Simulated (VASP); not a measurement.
# SrTiO3 (Pm-3m) in VASP: single point with PBE

Aim: the single point of SrTiO3 with PBE.

Program: VASP 6.6.1. These are calculated values, not measurements. Logs are shortened: lines on timing, memory, paths and dates and some standing lists are left out, and cuts for length are marked.

## (1) The cell of the first run

The structure is cubic, space group Pm-3m (No. 221). Conventional cell: a = 3.915 Å, b = 3.915 Å, c = 3.915 Å, α = 90.00°, β = 90.00°, γ = 90.00°. Sr (site symmetry m-3m) has 12 O at 2.77 Å and 8 Ti at 3.39 Å within 3.6 Å. Ti (site symmetry m-3m) has 6 O at 1.96 Å within 2.6 Å. Within 2.6 Å of O (site symmetry 4/mmm) lie 2 Ti at 1.96 Å. Within 2.6 Å of O (site symmetry 4/mmm) lie 2 Ti at 1.96 Å.

## (2) Single point, PBE

POSCAR reads:

```
SrTiO3
1.0
   -3.9148785900      0.0000000000     -3.9148785900
    0.0000000000     -3.9148785900      0.0000000000
   -3.9148785900      0.0000000000      3.9148785900
Sr Ti O
2 2 6
Direct
    0.0000000000      0.5000000000      0.5000000000
    0.5000000000      0.5000000000      0.0000000000
    0.0000000000      0.0000000000      0.0000000000
    0.5000000000      0.0000000000      0.5000000000
    0.7500000000      0.0000000000      0.7500000000
    0.2500000000      0.0000000000      0.2500000000
    0.0000000000      0.5000000000      0.0000000000
    0.5000000000      0.5000000000      0.5000000000
    0.7500000000      0.0000000000      0.2500000000
    0.2500000000      0.0000000000      0.7500000000
```

INCAR.step1 reads:

```
SYSTEM = SrTiO3
ALGO = Normal
EDIFF = 1E-6
ENCUT = 520
GGA = PE
ISIF = 2
ISMEAR = -1
LASPH = .True.
LCHARG = .True.
LMAXMIX = 4
LREAL = .False.
LWAVE = .False.
NBANDS = 51
NELM = 80
PREC = Accurate
SIGMA = 0.0369
```

KPOINTS.step1 reads:

```
k-points
0
Gamma
  5 7 5
  0 0 0
```

INCAR.step2 reads:

```
SYSTEM = SrTiO3
ALGO = Normal
EDIFF = 1E-6
ENCUT = 520
GGA = PE
ICHARG = 11
ISIF = 2
ISMEAR = -5
LASPH = .True.
LCHARG = .False.
LMAXMIX = 4
LORBIT = 11
LREAL = .False.
LWAVE = .False.
NEDOS = 2001
NELM = 80
PREC = Accurate
SIGMA = 0.0369
```

KPOINTS.step2 reads:

```
k-points
0
Gamma
  8 11 8
  0 0 0
```

Potentials or basis: VASP PAW PBE potentials, release 64 (Sr_sv, Ti_sv, O).

On the command line:

```
$ cat potpaw_PBE.64/Sr_sv/POTCAR potpaw_PBE.64/Ti_sv/POTCAR potpaw_PBE.64/O/POTCAR > POTCAR
$ cp INCAR.step1 INCAR
$ cp KPOINTS.step1 KPOINTS
$ mpirun -np 1 vasp_std > vasp.out
$ cp INCAR.step2 INCAR
$ cp KPOINTS.step2 KPOINTS
$ mpirun -np 1 vasp_std > vasp.out
```

OUTCAR:

```text
SYSTEM = SrTiO3
   EDIFF = 1E-6
   ENCUT = 520
   GGA = PE
   ICHARG = 11
   ISIF = 2
   ISMEAR = -5
   LASPH = .True.
   LORBIT = 11
   LREAL = .False.
   NELM = 80
   PREC = Accurate

 ion  position               nearest neighbor table
   1  0.000  0.500  0.500-   5 2.77   6 2.77   7 2.77   8 2.77   9 2.77  10 2.77   7 2.77   5 2.77
                             6 2.77   9 2.77  10 2.77   8 2.77   4 3.39   3 3.39   3 3.39   3 3.39
   2  0.500  0.500  0.000-   5 2.77   6 2.77   7 2.77   8 2.77   9 2.77  10 2.77   8 2.77   5 2.77
                             6 2.77   9 2.77  10 2.77   7 2.77   4 3.39   4 3.39   3 3.39   3 3.39
   3  0.000  0.000  0.000-   5 1.96   6 1.96   7 1.96   9 1.96  10 1.96   7 1.96   1 3.39   1 3.39
                             1 3.39   2 3.39   2 3.39   1 3.39   2 3.39   2 3.39
   4  0.500  0.000  0.500-   5 1.96   6 1.96   8 1.96   9 1.96  10 1.96   8 1.96   1 3.39   2 3.39
                             1 3.39   2 3.39   2 3.39   2 3.39   1 3.39   1 3.39
   5  0.750  0.000  0.750-   3 1.96   4 1.96   1 2.77   2 2.77   1 2.77   2 2.77
   6  0.250  0.000  0.250-   3 1.96   4 1.96   1 2.77   2 2.77   1 2.77   2 2.77
   7  0.000  0.500  0.000-   3 1.96   3 1.96   1 2.77   1 2.77   2 2.77   2 2.77
   8  0.500  0.500  0.500-   4 1.96   4 1.96   1 2.77   2 2.77   2 2.77   1 2.77
   9  0.750  0.000  0.250-   3 1.96   4 1.96   1 2.77   2 2.77   1 2.77   2 2.77
  10  0.250  0.000  0.750-   3 1.96   4 1.96   1 2.77   2 2.77   1 2.77   2 2.77

  LATTYP: Found a simple tetragonal cell.
 ALAT       =     5.5364743970
 C/A-ratio  =     0.7071067812

  Lattice vectors:

 A1 = (   3.9148785900,   0.0000000000,   3.9148785900)
 A2 = (  -3.9148785900,   0.0000000000,   3.9148785900)
 A3 = (   0.0000000000,  -3.9148785900,   0.0000000000)

Analysis of symmetry for initial positions (statically):
=====================================================================
 Subroutine PRICEL returns following result:

  LATTYP: Found a simple cubic cell.
 ALAT       =     3.9148785900

  Lattice vectors:

 A1 = (   0.0000000000,   0.0000000000,  -3.9148785900)
 A2 = (   0.0000000000,  -3.9148785900,   0.0000000000)
 A3 = (  -3.9148785900,   0.0000000000,   0.0000000000)

   2 primitive cells build up your supercell.

 Routine SETGRP: Setting up the symmetry group for a
 simple tetragonal supercell.

 Subroutine GETGRP returns: Found 16 space group operations
 (whereof 16 operations were pure point group operations)
 out of a pool of 16 trial point group operations.

The static configuration has the point symmetry D_4h.

Analysis of symmetry for dynamics (positions and initial velocities):
[... 153 lines left out ...]
   LORBIT       =     11    0 simple, 1 ext, 2 COOP (PROOUT), +10 PAW based schemes
   GGA     = PE    functional components
   LHFCALC =     F    Hartree Fock is set to
   AEXX    =    0.0000 exact exchange contribution
   IVDW    =     0    specifies the selected vdW correction
   LEPSILON=     F    determine dielectric tensor
   LRPA    =     F    only Hartree local field effects (RPA)
 non-spin polarized calculation
 Fermi weights with tetrahedron method with Bloechl corrections
  energy-cutoff  :      520.00
  volume of cell :      120.00
 maximum number of plane-waves:      3254
 NGX is ok and might be reduce to    42

 number of electron      79.9999980 magnetization

 Free energy of the ion-electron system (eV)
  ---------------------------------------------------
  ext. energy  EPLUGINS =         0.00000000
  ---------------------------------------------------
  free energy    TOTEN  =       -80.17868460 eV

  energy without entropy =      -80.17868460  energy(sigma->0) =      -80.17868460

 E-fermi :   4.1121     XC(G=0): -11.2309

 val. band max:        4.1015706112   @ k =   0.0000   0.4545   0.0000
 cond. band min:       5.9455221337   @ k =   0.0000   0.0000   0.0000
 fundamental gap:      1.8439515225
 Fermi energy:         4.1121393889

 k-point     1 :       0.0000    0.0000    0.0000
  band No.  band energies     occupation
      1     -52.3920      2.00000
      2     -52.3891      2.00000
      3     -28.7098      2.00000
      4     -28.7000      2.00000
      5     -28.7000      2.00000
      6     -28.6687      2.00000
[... 1213 lines left out ...]
     47       9.7471      0.00000
     48      10.9276      0.00000

 [... further k-points ...]

------------------------ aborting loop because EDIFF is reached ----------------------------------------

  FORCE on cell =-STRESS in cart. coord.  units (eV):
  Direction    XX          YY          ZZ          XY          YZ          ZX
  --------------------------------------------------------------------------------------
  -------------------------------------------------------------------------------------
  Total        2.6553252      2.6540308      2.6553252     -0.0000000     -0.0000000      0.0000000
  in kB       35.4522182     35.4349365     35.4522182     -0.0000000     -0.0000000      0.0000000
  external PRESSURE =      35.4464576 kB  Pullay stress =       0.0000000 kB

 VOLUME and BASIS-vectors are now :
 -----------------------------------------------------------------------------
  energy-cutoff  :      520.00
  volume of cell :      120.00
      direct lattice vectors                 reciprocal lattice vectors
    -3.914878590  0.000000000 -3.914878590    -0.127717882  0.000000000 -0.127717882
     0.000000000 -3.914878590  0.000000000     0.000000000 -0.255435763  0.000000000
    -3.914878590  0.000000000  3.914878590    -0.127717882  0.000000000  0.127717882

 POSITION                                       TOTAL-FORCE (eV/Angst)
 -----------------------------------------------------------------------------------
     -1.95744     -1.95744      1.95744         0.000000      0.000000      0.000000
     -1.95744     -1.95744     -1.95744         0.000000     -0.000000     -0.000000
      0.00000      0.00000      0.00000        -0.000000     -0.000000      0.000000
     -3.91488      0.00000      0.00000        -0.000000     -0.000000      0.000000
     -5.87232      0.00000      0.00000        -0.000000     -0.000000     -0.000000
     -1.95744      0.00000      0.00000         0.000000     -0.000000     -0.000000
      0.00000     -1.95744      0.00000        -0.000000     -0.000000      0.000000
     -3.91488     -1.95744      0.00000         0.000000      0.000000     -0.000000
     -3.91488      0.00000     -1.95744         0.000000      0.000000     -0.000000
     -3.91488      0.00000      1.95744        -0.000000     -0.000000     -0.000000
 -----------------------------------------------------------------------------------
    total drift:                               -0.000000      0.000000     -0.000000

  FREE ENERGIE OF THE ION-ELECTRON SYSTEM (eV)
  ---------------------------------------------------
  free  energy   TOTEN  =       -80.1786845970 eV

  energy  without entropy=      -80.1786845970  energy(sigma->0) =      -80.17868460

 total charge

# of ion       s       p       d       tot
------------------------------------------
    1        1.998   5.795   0.199   7.992
    2        1.998   5.795   0.199   7.992
    3        2.229   6.315   1.752  10.296
    4        2.229   6.315   1.752  10.296
    5        1.564   3.490   0.000   5.054
    6        1.564   3.490   0.000   5.054
    7        1.564   3.490   0.000   5.054
    8        1.564   3.490   0.000   5.054
    9        1.564   3.490   0.000   5.054
   10        1.564   3.490   0.000   5.054
--------------------------------------------------
tot         17.840  45.157   3.901  66.898
```

Run time: 6 min. Hardware: 1 thread of AMD EPYC 7R13 (Zen 3), shared host; peak memory 0.49 GiB.

Results:

```yaml
Valence_electrons_inside_the_program's_atomic_spheres: Sr 7.99; Ti 10.30; O 5.05
```

Levels at points of the mesh, in eV from the valence-band top:
```csv
k point,band 37,band 38,band 39,band 40,band 41,band 42,band 43,band 44
"(0.00, 0.00, 0.00)",-0.36,-0.36,-0.36,-0.09,1.84,1.84,1.84,3.75
"(0.50, 0.00, 0.00)",-1.07,-1.07,-0.73,-0.73,2.85,2.85,2.99,2.99
"(0.50, 0.00, 0.50)",-0.73,-0.73,-0.73,-0.73,2.01,2.01,3.74,3.74
```
